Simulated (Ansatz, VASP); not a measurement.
**Be in VASP and in Ansatz**

```
CELL_PARAMETERS angstrom
3.67188 0.00000 0.00000
0.00000 3.67188 0.00000
0.00000 0.00000 2.28128
ATOMIC_POSITIONS crystal
Be 0.29741 0.29741 0.00000
Be 0.70259 0.70259 0.00000
Be 0.20259 0.79741 0.50000
Be 0.79741 0.20259 0.50000
```

Change from the starting cell: equal xx and yy strain of -2 %.

Alike in both runs: task single point; functional PBEsol; k mesh 9 × 9 × 14; occupations fermi-dirac, width 0.05 eV; no spin polarisation.

```csv
,VASP,Ansatz
version,VASP 6.6.1,Ansatz 0.2.0
potentials or method,"VASP PAW PBE potentials, release 64 (Be), cutoff 520 eV","all-electron LAPW, scalar-relativistic"
```

VASP gave:

- pressure (GPa): 4.2
- traceless stress, the component that is largest in VASP (GPa): -2.81
- rms of the force components (eV/Å): 0.069

Question: Estimate Ansatz's values.

Answer: Pressure (GPa): 3.7; traceless stress, the component that is largest in VASP (GPa): -2.80; rms of the force components (eV/Å): 0.067.

VASP's potentials were made for PBE, not for PBEsol. Atom by atom the forces differ by 0.002 eV/Å (rms over components). Ansatz ran all-electron here, and VASP with PAW potentials.
